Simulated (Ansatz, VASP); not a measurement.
# Ba: VASP beside Ansatz

File INCAR:

```
SYSTEM = Ba
  ALGO = Normal
  EDIFF = 1E-6
  ENCUT = 520
  GGA = CA
  ISIF = 2
  ISMEAR = -1
  LASPH = .TRUE.
  LCHARG = .FALSE.
  LREAL = .FALSE.
  LWAVE = .FALSE.
  NBANDS = 11
  NELM = 100
  PREC = Accurate
  SIGMA = 0.05
```

File KPOINTS:

```
k-points
0
G
  11 11 11
  0 0 0
```

POSCAR

```
Ba
1.0
   -1.9130122512      1.9130122512      1.9130122512
    1.9130122512     -1.9130122512      1.9130122512
    1.9130122512      1.9130122512     -1.9130122512
Ba
1
Direct
    0.0000000000      0.0000000000      0.0000000000
```

Input for Ansatz:

```yaml
crystal:
  lattice:
    - [-1.9130122512, 1.9130122512, 1.9130122512]
    - [1.9130122512, -1.9130122512, 1.9130122512]
    - [1.9130122512, 1.9130122512, -1.9130122512]
  atoms:
    - { symbol: Ba, position: [0.0, 0.0, 0.0] }
kpoints:
  mp_grid: { grid: [11, 11, 11] }
scf:
  occupations: { method: fermi_dirac, width: 0.05 }
hamiltonian:
  xc: lda
  pseudopotentials: { kind: paw }
output:
  forces: true
  stress: true
  eigenvalues: true
  populations: true
  write_density: true
  write_potential: true
  elf: true
  volumetric_format: npy
```

Change from the starting cell: volume scaled by 0.52, PAW files.

Alike in both runs: task single point; functional LDA; k mesh 11 × 11 × 11; occupations fermi-dirac, width 0.05 eV; no spin polarisation.

|  | VASP | Ansatz |
| --- | --- | --- |
| version | VASP 6.6.1 | Ansatz 0.2.0 |
| potentials or method | VASP PAW LDA potentials, release 64 (Ba_sv) | PAW with Ansatz's default frozen-core files, scalar-relativistic |
| plane-wave cutoff (eV) | 520 | 420 |
| valence electrons in the cell | 10 | 10 |

Ansatz gave:

```
pressure (GPa) : 16.1
```

**Question.** Which values does VASP return?

**Answer.** Pressure (GPa): 19.4.

LDA's correlation is that of Perdew and Zunger in VASP and of Perdew and Wang (1992) in Ansatz.

Neither program's run includes spin-orbit coupling.
